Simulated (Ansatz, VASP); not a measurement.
Pt in VASP and in Ansatz

Contents of INCAR:

```
SYSTEM = Pt
  PREC = Accurate
  ENCUT = 520
  EDIFF = 1E-6
  ISMEAR = -1
  SIGMA = 0.08
  LREAL = .FALSE.
  LASPH = .TRUE.
  NELM = 100
  ALGO = Normal
  ISIF = 2
  LWAVE = .FALSE.
  LCHARG = .FALSE.
  NBANDS = 17
```

Contents of KPOINTS:

```
regular mesh
0
G
  16 16 9
  0 0 0
```

Contents of POSCAR:

```
Pt
1.0
    2.4045094753      0.0000000000      0.0000000000
   -1.2022547376      2.0823662892      0.0000000000
    0.0000000000      0.0000000000      4.0361397156
Pt
2
Direct
    0.3333333333      0.6666666667      0.2500000000
    0.6666666667      0.3333333333      0.7500000000
```

Input for Ansatz:

```yaml
crystal:
  lattice:
    - [2.4045094753, 0.0, 0.0]
    - [-1.2022547376, 2.0823662892, 0.0]
    - [0.0, 0.0, 4.0361397156]
  atoms:
    - { symbol: Pt, position: [0.3333333333, 0.6666666667, 0.25] }
    - { symbol: Pt, position: [0.6666666667, 0.3333333333, 0.75] }
kpoints:
  mp_grid: { grid: [16, 16, 9] }
scf:
  occupations: { method: fermi_dirac, width: 0.08 }
hamiltonian:
  xc: lda
  pseudopotentials: { kind: all_electron, lapw: { basis_error: 0.001 } }
output:
  forces: true
  stress: true
  eigenvalues: true
  populations: true
```

Change from the starting cell: volume scaled by 0.68, LAPW.

Alike in both runs: task single point; functional LDA; k mesh 16 × 16 × 9; occupations fermi-dirac, width 0.08 eV; no spin polarisation.

|  | VASP | Ansatz |
| --- | --- | --- |
| version | VASP 6.6.1 | Ansatz 0.2.0 |
| potentials or method | VASP PAW LDA potentials, release 64 (Pt), cutoff 520 eV | all-electron LAPW, scalar-relativistic |

|  | VASP | Ansatz | Ansatz less VASP |
| --- | --- | --- | --- |
| pressure (GPa) | 318.3 | 311.2 | -7.10 |
| traceless stress, the component that is largest in VASP (GPa) | -0.23 | 0.09 | +0.321 |

LDA's correlation is that of Perdew and Zunger in VASP and of Perdew and Wang (1992) in Ansatz. Both programs put the cell under a high pressure, so it lies far from rest at this level. Ansatz ran all-electron here, and VASP with PAW potentials.

Neither program's run includes spin-orbit coupling. Noted on VASP's run: the cell as given lies far from equilibrium.
